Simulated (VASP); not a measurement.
# Al8N7 (a cell with a defect) in VASP: further runs

The runs below take Al8N7 (a cell with a defect) through relaxation of the atoms, single point, with PBE.

All numbers are computed with VASP 6.6.1; they aren't measurements. Logs are shortened: lines on timing, memory, paths and dates and some standing lists are left out, and cuts for length are marked.

## (1) The cell of the first run

The cell holds a defect, 15 atoms: a = 6.227 Å, b = 6.227 Å, c = 6.227 Å, α = 60.00°, β = 60.00°, γ = 60.00°.

## (2) Relaxation of the atoms, PBE, collinear spin

Input file INCAR:

```
  PREC = Accurate
  ENCUT = 520
  EDIFF = 1E-6
  ISMEAR = 0
  SIGMA = 0.01
  LREAL = Auto
  LASPH = T
  NELM = 150
  ALGO = Normal
  ISIF = 2
  LWAVE = F
  LCHARG = F
  ISPIN = 2
  MAGMOM = 0.25 0 0 0 0.25 0.25 0.25 0 0 0 0 0 0 0 0
  LORBIT = 11
  GGA = PE
  IBRION = 2
  NSW = 65
  EDIFFG = -0.025
  NELECT = 57.0
```

Input file KPOINTS:

```
Automatic mesh
0
Gamma
  2 2 2
```

Input file POSCAR:

```
Al8N7
1.0
    0.0000000000      4.4031742015     -4.4031742015
    4.4031742015      4.4031742015      0.0000000000
    4.4031742015      0.0000000000     -4.4031742015
Al N
8 7
Direct
   -0.0036536759     -0.0036536759      0.5109610278
   -0.0026432510      0.5008810837      0.5008810837
    0.5008810837     -0.0026432510      0.5008810837
    0.5008810837      0.5008810837      0.5008810837
   -0.0036536759     -0.0036536759      0.9963463241
   -0.0036536759      0.5109610278      0.9963463241
    0.5109610278     -0.0036536759      0.9963463241
    0.5008810837      0.5008810837      0.9973567490
    0.1257246223      0.6242753777      0.1257246223
    0.6242753777      0.1257246223      0.1257246223
    0.6242753777      0.6242753777      0.1257246223
    0.1257246223      0.1257246223      0.6242753777
    0.1257246223      0.6242753777      0.6242753777
    0.6242753777      0.1257246223      0.6242753777
    0.6250000000      0.6250000000      0.6250000000
```

Potentials or basis: VASP PAW PBE potentials, release 64 (Al, N).

Command:

```console
cat potpaw_PBE.64/Al/POTCAR potpaw_PBE.64/N/POTCAR > POTCAR
mpirun -np 1 vasp_std > vasp.out
```

OUTCAR:

```text
PREC = Accurate
   ENCUT = 520
   EDIFF = 1E-6
   ISMEAR = 0
   LREAL = Auto
   LASPH = T
   NELM = 150
   ISIF = 2
   ISPIN = 2
   LORBIT = 11
   GGA = PE
   IBRION = 2
   NSW = 65
   EDIFFG = -0.025
   NELECT = 57.0

 ion  position               nearest neighbor table
   1  0.996  0.996  0.511-  12 1.89  13 1.89  14 1.89   5 3.02   6 3.02   7 3.02   3 3.11   2 3.11
                             4 3.11   4 3.11   2 3.11   3 3.11   7 3.20   6 3.20   5 3.20
   2  0.997  0.501  0.501-  15 1.89  13 1.91   9 1.91  12 1.91   4 3.09   8 3.09   3 3.09   6 3.11
                             1 3.11   5 3.11   5 3.11   6 3.11   1 3.11   8 3.14   3 3.14   4 3.14
   3  0.501  0.997  0.501-  15 1.89  14 1.91  10 1.91  12 1.91   4 3.09   8 3.09   2 3.09   7 3.11
                             1 3.11   5 3.11   5 3.11   7 3.11   1 3.11   2 3.14   8 3.14   4 3.14
   4  0.501  0.501  0.501-  15 1.89  14 1.91  11 1.91  13 1.91   3 3.09   8 3.09   2 3.09   6 3.11
                             6 3.11   1 3.11   7 3.11   1 3.11   7 3.11   3 3.14   2 3.14   8 3.14
   5  0.996  0.996  0.996-   9 1.89  10 1.89  12 1.89   1 3.02   6 3.02   7 3.02   3 3.11   3 3.11
                             2 3.11   8 3.11   2 3.11   8 3.11   1 3.20   6 3.20   7 3.20
   6  0.996  0.511  0.996-   9 1.89  11 1.89  13 1.89   1 3.02   5 3.02   7 3.02   8 3.11   2 3.11
                             4 3.11   4 3.11   8 3.11   2 3.11   7 3.20   1 3.20   5 3.20
   7  0.511  0.996  0.996-  10 1.89  11 1.89  14 1.89   1 3.02   5 3.02   6 3.02   8 3.11   3 3.11
                             4 3.11   4 3.11   8 3.11   3 3.11   6 3.20   1 3.20   5 3.20
   8  0.501  0.501  0.997-  15 1.89  11 1.91   9 1.91  10 1.91   3 3.09   4 3.09   2 3.09   7 3.11
                             6 3.11   5 3.11   5 3.11   6 3.11   7 3.11   2 3.14   4 3.14   3 3.14
   9  0.126  0.624  0.126-   6 1.89   5 1.89   2 1.91   8 1.91
  10  0.624  0.126  0.126-   7 1.89   5 1.89   3 1.91   8 1.91
  11  0.624  0.624  0.126-   7 1.89   6 1.89   8 1.91   4 1.91
  12  0.126  0.126  0.624-   1 1.89   5 1.89   3 1.91   2 1.91
  13  0.126  0.624  0.624-   1 1.89   6 1.89   2 1.91   4 1.91
  14  0.624  0.126  0.624-   1 1.89   7 1.89   3 1.91   4 1.91
  15  0.625  0.625  0.625-   4 1.89   2 1.89   8 1.89   3 1.89

  LATTYP: Found a face centered cubic cell.
 ALAT       =     8.8063484030

  Lattice vectors:

 A1 = (   0.0000000000,   4.4031742015,  -4.4031742015)
 A2 = (   4.4031742015,   4.4031742015,   0.0000000000)
 A3 = (   4.4031742015,   0.0000000000,  -4.4031742015)

Analysis of symmetry for initial positions (statically):
=====================================================================
 Subroutine PRICEL returns:
 Original cell was already a primitive cell.

 Routine SETGRP: Setting up the symmetry group for a
 face centered cubic supercell.

 Subroutine GETGRP returns: Found 24 space group operations
 (whereof  6 operations were pure point group operations)
 out of a pool of 48 trial point group operations.

The static configuration has the point symmetry C_3v.
 The point group associated with its full space group is T_d .

Analysis of symmetry for dynamics (positions and initial velocities):
=====================================================================
 Subroutine PRICEL returns:
 Original cell was already a primitive cell.

 Routine SETGRP: Setting up the symmetry group for a
 face centered cubic supercell.

 Subroutine GETGRP returns: Found 24 space group operations
 (whereof  6 operations were pure point group operations)
 out of a pool of 48 trial point group operations.

The dynamic configuration has the point symmetry C_3v.
 The point group associated with its full space group is T_d .

Analysis of structural, dynamic, and magnetic symmetry:
=====================================================================
 Subroutine PRICEL returns:
 Original cell was already a primitive cell.

 Routine SETGRP: Setting up the symmetry group for a
 face centered cubic supercell.

 Subroutine GETGRP returns: Found 24 space group operations
 (whereof  6 operations were pure point group operations)
 out of a pool of 48 trial point group operations.

The overall configuration has the point symmetry C_3v.
 The point group associated with its full space group is T_d .

 Subroutine INISYM returns: Found 24 space group operations
 (whereof  6 operations are pure point group operations),
 and found     1 'primitive' translations

----------------------------------------------------------------------------------------

                                     Primitive cell

  volume of cell :     170.7370

  direct lattice vectors                    reciprocal lattice vectors
[... 81 lines left out ...]
 SYSTEM =  unknown system
   PREC   = accura    normal or accurate (medium, high low for compatibility)
   ISTART =      0    job   : 0-new  1-cont  2-samecut
   ICHARG =      2    charge: 1-file 2-atom 10-const
   ISPIN  =      2    spin polarized calculation?
   LNONCOLLINEAR =      F non collinear calculations
   LSORBIT =      F    spin-orbit coupling
   LASPH  =      T    aspherical Exc in radial PAW
   ENCUT  =  520.0 eV  38.22 Ry    6.18 a.u.  11.58 11.58 11.58*2*pi/ulx,y,z
   NELM   =    150;   NELMIN=  2; NELMDL= -5     # of ELM steps
   EDIFF  = 0.1E-05   stopping-criterion for ELM
   LREAL  =      T    real-space projection
   EDIFFG = -.3E-01   stopping-criterion for IOM
   NSW    =     65    number of steps for IOM
   IBRION =      2    ionic relax: 0-MD 1-quasi-New 2-CG
   NFREE  =      1    steps in history (QN), initial steepest desc. (CG)
   ISIF   =      2    stress and relaxation
   ISYM   =      2    0-nonsym 1-usesym 2-fastsym
   POTIM  = 0.5000    time-step for ionic-motion
   TEBEG  =    0.0;   TEEND  =   0.0 temperature during run
   PSTRESS=    0.0 pullay stress
   NELECT =      57.0000    total number of electrons
   NUPDOWN=      -1.0000    fix difference up-down
   EMIN   =  10.00;   EMAX   =-10.00  energy-range for DOS
   EFERMI =   0.00;   METHOD = LEGACY
   ISMEAR =     0;   SIGMA  =   0.01  broadening in eV -4-tet -1-fermi 0-gaus
   EFERMI_NEDOS =   21; number of points for ismear=-14 and -15
   IALGO  =     38    algorithm
   IMIX   =      4    mixing-type and parameters
     AMIX     =   0.40;   BMIX     =  1.00
     AMIX_MAG =   1.60;   BMIX_MAG =  1.00
  volume/ion in A,a.u.               =      11.38        76.81
  Fermi-wavevector in a.u.,A,eV,Ry     =   1.135683  2.146130 17.548476  1.289777
  Thomas-Fermi vector in A             =   2.272388
   LORBIT       =     11    0 simple, 1 ext, 2 COOP (PROOUT), +10 PAW based schemes
   GGA     = PE    functional components
   LHFCALC =     F    Hartree Fock is set to
   AEXX    =    0.0000 exact exchange contribution
   IVDW    =     0    specifies the selected vdW correction
   LEPSILON=     F    determine dielectric tensor
   LRPA    =     F    only Hartree local field effects (RPA)
 conjugate gradient relaxation of ions
 spin polarized calculation
 Gauss-broadening in eV      SIGMA  =   0.01
  energy-cutoff  :      520.00
  volume of cell :      170.74
 maximum number of plane-waves:      4645
 NGX is ok and might be reduce to    48
   NGX = 23   NGY = 23   NGZ = 23

--------------------------------------- Ionic step        1  -------------------------------------------

 number of electron      57.0000006 magnetization       0.2501680

 Free energy of the ion-electron system (eV)
  ---------------------------------------------------
  ext. energy  EPLUGINS =         0.00000000
  ---------------------------------------------------
  free energy    TOTEN  =      -119.34709921 eV

  energy without entropy =     -119.34600741  energy(sigma->0) =     -119.34655331

------------------------ aborting loop because EDIFF is reached ----------------------------------------

  FORCE on cell =-STRESS in cart. coord.  units (eV):
  Direction    XX          YY          ZZ          XY          YZ          ZX
  --------------------------------------------------------------------------------------
  -------------------------------------------------------------------------------------
  Total      -19.7136966    -19.7136966    -19.7136966      0.0000000     -0.0000000     -0.0000000
  in kB     -184.9911929   -184.9911929   -184.9911929      0.0000000     -0.0000000     -0.0000000
  external PRESSURE =    -184.9911929 kB  Pullay stress =       0.0000000 kB
[... 281 lines left out ...]
--------------------------------------- Ionic step        7  -------------------------------------------

 number of electron      57.0000005 magnetization       0.2500000

 Free energy of the ion-electron system (eV)
  ---------------------------------------------------
  ext. energy  EPLUGINS =         0.00000000
  ---------------------------------------------------
  free energy    TOTEN  =      -119.75426643 eV

  energy without entropy =     -119.75285596  energy(sigma->0) =     -119.75356120

 E-fermi :   6.2619     XC(G=0): -10.4023

 val. band max:        5.9982265219   @ k =   0.5000   0.0000   0.0000
 cond. band min:       6.2619498326   @ k =   0.5000   0.0000   0.0000
 fundamental gap:      0.2637233108
 Fermi energy:         6.2619498326

 spin component 1

 k-point     1 :       0.0000    0.0000    0.0000
  band No.  band energies     occupation
      1      -9.2044      1.00000
      2      -7.5368      1.00000
      3      -7.5368      1.00000
      4      -7.5368      1.00000
      5      -6.9321      1.00000
      6      -6.9321      1.00000
[... 109 lines left out ...]
     36      13.1973      0.00000
     37      13.6551      0.00000
 Fermi energy:         6.2619498326

 spin component 2

 k-point     1 :       0.0000    0.0000    0.0000
  band No.  band energies     occupation
      1      -9.1919      1.00000
      2      -7.5225      1.00000
      3      -7.5225      1.00000
      4      -7.5225      1.00000
      5      -6.9170      1.00000
      6      -6.9170      1.00000
[... 151 lines left out ...]
  FREE ENERGIE OF THE ION-ELECTRON SYSTEM (eV)
  ---------------------------------------------------
  free  energy   TOTEN  =      -119.7542664338 eV

  energy  without entropy=     -119.7528559598  energy(sigma->0) =     -119.75356120

 reached required accuracy - stopping structural energy minimisation

 total charge

# of ion       s       p       d       tot
------------------------------------------
    1        0.374   0.394   0.000   0.768
    2        0.351   0.416   0.000   0.767
    3        0.351   0.416   0.000   0.767
    4        0.351   0.416   0.000   0.767
    5        0.374   0.394   0.000   0.768
    6        0.374   0.394   0.000   0.768
    7        0.374   0.394   0.000   0.768
    8        0.351   0.416   0.000   0.767
    9        1.225   2.591   0.000   3.816
   10        1.225   2.591   0.000   3.816
   11        1.225   2.591   0.000   3.816
   12        1.225   2.591   0.000   3.816
   13        1.225   2.591   0.000   3.816
   14        1.225   2.591   0.000   3.816
   15        1.217   2.624   0.000   3.841
--------------------------------------------------
tot         11.466  21.414   0.000  32.880

 magnetization (x)

# of ion       s       p       d       tot
------------------------------------------
    1        0.001   0.006   0.000   0.007
    2       -0.000  -0.000   0.000  -0.000
    3       -0.000  -0.000   0.000  -0.000
    4       -0.000  -0.000   0.000  -0.000
    5        0.001   0.006   0.000   0.007
    6        0.001   0.006   0.000   0.007
    7        0.001   0.006   0.000   0.007
    8       -0.000  -0.000   0.000  -0.000
    9        0.000   0.008   0.000   0.008
   10        0.000   0.008   0.000   0.008
   11        0.000   0.008   0.000   0.008
   12        0.000   0.008   0.000   0.008
   13        0.000   0.008   0.000   0.008
   14        0.000   0.008   0.000   0.008
   15       -0.000  -0.000   0.000  -0.000
--------------------------------------------------
tot          0.008   0.071   0.000   0.079
```

Wall time 7.2 min (1 thread of AMD EPYC 7R43 (Zen 3), shared host); peak memory 0.36 GiB.

What came out:

```yaml
Free_energy: -119.7543 eV
Energy_gained_by_relaxing: 27.1 meV/atom
Ionic_steps: 7
Largest_force_after_relaxing: 0.015 eV/Å
Net_moment: 0.25 μB per cell
Valence_electrons_inside_the_program's_atomic_spheres: Al 0.77; N 3.82, 3.84
```

Forces on the atoms (eV/Å):
```
Al  -0.009  0.009  0.009
Al   0.002 -0.002  0.002
Al  -0.002 -0.002 -0.002
Al   0.002  0.002 -0.002
Al   0.009  0.009 -0.009
Al  -0.009 -0.009 -0.009
Al   0.009 -0.009  0.009
Al  -0.002  0.002  0.002
N    0.000  0.000 -0.001
N    0.001  0.000  0.000
N    0.000 -0.001  0.000
N    0.000  0.001  0.000
N   -0.001  0.000  0.000
N    0.000  0.000  0.001
N    0.000  0.000  0.000
```

Step by step:
| step | energy change (eV) | largest force (eV/Å) | pressure (GPa) |
| --- | --- | --- | --- |
| 1 | 0.0000 | 1.5022 | -18.50 |
| 2 | -0.3599 | 0.5864 | -16.60 |
| 3 | -0.3889 | 0.4953 | -16.09 |
| 4 | -0.3922 | 0.5054 | -15.84 |
| 5 | -0.3955 | 0.4003 | -15.53 |
| 6 | -0.4065 | 0.0720 | -15.71 |
| 7 | -0.4072 | 0.0151 | -15.79 |

Final structure:
```
Al N
1.0
     0.00000    4.40317   -4.40317
     4.40317    4.40317    0.00000
     4.40317    0.00000   -4.40317
Al N
8 7
Direct
  0.98973 0.98973 0.53080
  0.99455 0.50182 0.50182
  0.50182 0.99455 0.50182
  0.50182 0.50182 0.50182
  0.98973 0.98973 0.98973
  0.98973 0.53080 0.98973
  0.53080 0.98973 0.98973
  0.50182 0.50182 0.99455
  0.12674 0.62326 0.12674
  0.62326 0.12674 0.12674
  0.62326 0.62326 0.12674
  0.12674 0.12674 0.62326
  0.12674 0.62326 0.62326
  0.62326 0.12674 0.62326
  0.62500 0.62500 0.62500
```

Levels at points of the mesh, in eV from the Fermi level:
Spin up:
| k point | band 25 | band 26 | band 27 | band 28 | band 29 | band 30 | band 31 | band 32 | band 33 | band 34 |
| --- | --- | --- | --- | --- | --- | --- | --- | --- | --- | --- |
| (0.00, 0.00, 0.00) | -1.33 | -1.33 | -0.84 | -0.84 | -0.84 | 1.96 | 3.03 | 3.03 | 4.75 | 5.39 |
| (0.50, 0.00, 0.00) | -1.62 | -1.62 | -0.98 | -0.98 | -0.26 | 2.30 | 3.79 | 4.04 | 4.04 | 5.55 |
| (0.50, 0.50, 0.00) | -1.59 | -1.37 | -1.31 | -1.31 | 0.33 | 1.93 | 3.98 | 3.98 | 4.06 | 5.63 |
Spin down:
| k point | band 25 | band 26 | band 27 | band 28 | band 29 | band 30 | band 31 | band 32 | band 33 | band 34 |
| --- | --- | --- | --- | --- | --- | --- | --- | --- | --- | --- |
| (0.00, 0.00, 0.00) | -1.31 | -1.31 | -0.84 | -0.84 | -0.84 | 1.98 | 3.05 | 3.05 | 4.78 | 5.56 |
| (0.50, 0.00, 0.00) | -1.61 | -1.61 | -0.98 | -0.98 | 0.00 | 2.43 | 3.81 | 4.14 | 4.14 | 5.56 |
| (0.50, 0.50, 0.00) | -1.59 | -1.35 | -1.31 | -1.31 | 0.62 | 2.05 | 4.08 | 4.12 | 4.12 | 5.65 |

Caveat: the k points lie up to 0.62 Å⁻¹ apart; the cell carries a net charge on a neutralising background, which shifts energy and pressure; the cell is charged against a uniform background, so pressure and absolute levels hang on convention.

## (3) Single point, PBE

Input file INCAR:

```
ALGO = Normal
EDIFF = 1E-7
ENCUT = 520
GGA = PE
ISIF = 2
ISMEAR = 0
LASPH = True
LCHARG = True
LELF = True
LREAL = Auto
LVHAR = True
LWAVE = False
NBANDS = 42
NELECT = 58.0
NELM = 60
PREC = Accurate
SIGMA = 0.01
```

Input file KPOINTS:

```
k-points
0
Gamma
  1 1 1
```

Input file POSCAR:

```
Al8N7
1.0
    0.0000000000      4.4031742003     -4.4031742003
    4.4031742003      4.4031742003      0.0000000000
    4.4031742003      0.0000000000     -4.4031742003
Al N
8 7
Direct
   -0.0050280199     -0.0050280199      0.5150840596
   -0.0034903009      0.5011634336      0.5011634336
    0.5011634336     -0.0034903009      0.5011634336
    0.5011634336      0.5011634336      0.5011634336
   -0.0050280199     -0.0050280199      0.9949719801
   -0.0050280199      0.5150840596      0.9949719801
    0.5150840596     -0.0050280199      0.9949719801
    0.5011634336      0.5011634336      0.9965096991
    0.1260077628      0.6239922372      0.1260077628
    0.6239922372      0.1260077628      0.1260077628
    0.6239922372      0.6239922372      0.1260077628
    0.1260077628      0.1260077628      0.6239922372
    0.1260077628      0.6239922372      0.6239922372
    0.6239922372      0.1260077628      0.6239922372
    0.6250000000      0.6250000000      0.6250000000
```

Potentials or basis: VASP PAW PBE potentials, release 64 (Al, N).

Command:

```console
cat potpaw_PBE.64/Al/POTCAR potpaw_PBE.64/N/POTCAR > POTCAR
mpirun -np 1 vasp_gam > vasp.out
```

It took 21 s on 1 thread of AMD EPYC 7R43 (Zen 3), shared host; peak memory 0.27 GiB.

Results (log left out):

```
Free energy   : -107.7019 eV
Largest force : 0.020 eV/Å
```

Forces in eV/Å, atoms in the order of the input:
```
Al   0.012 -0.012 -0.012
Al  -0.004  0.004 -0.004
Al   0.004  0.004  0.004
Al  -0.004 -0.004  0.004
Al  -0.012 -0.012  0.012
Al   0.012  0.012  0.012
Al  -0.012  0.012 -0.012
Al   0.004 -0.004 -0.004
N    0.000  0.000 -0.011
N    0.011  0.000  0.000
N    0.000 -0.011  0.000
N    0.000  0.011  0.000
N   -0.011  0.000  0.000
N    0.000  0.000  0.011
N    0.000  0.000  0.000
```

Levels at points of the mesh, in eV from the Fermi level:
| k point | band 27 | band 28 | band 29 | band 30 | band 31 | band 32 |
| --- | --- | --- | --- | --- | --- | --- |
| (0.00, 0.00, 0.00) | -0.06 | -0.06 | -0.06 | 2.91 | 3.28 | 3.28 |

Caveat: the k points lie up to 1.24 Å⁻¹ apart; the cell carries a net charge on a neutralising background, which shifts energy and pressure; the cell is charged against a uniform background, so pressure and absolute levels hang on convention.
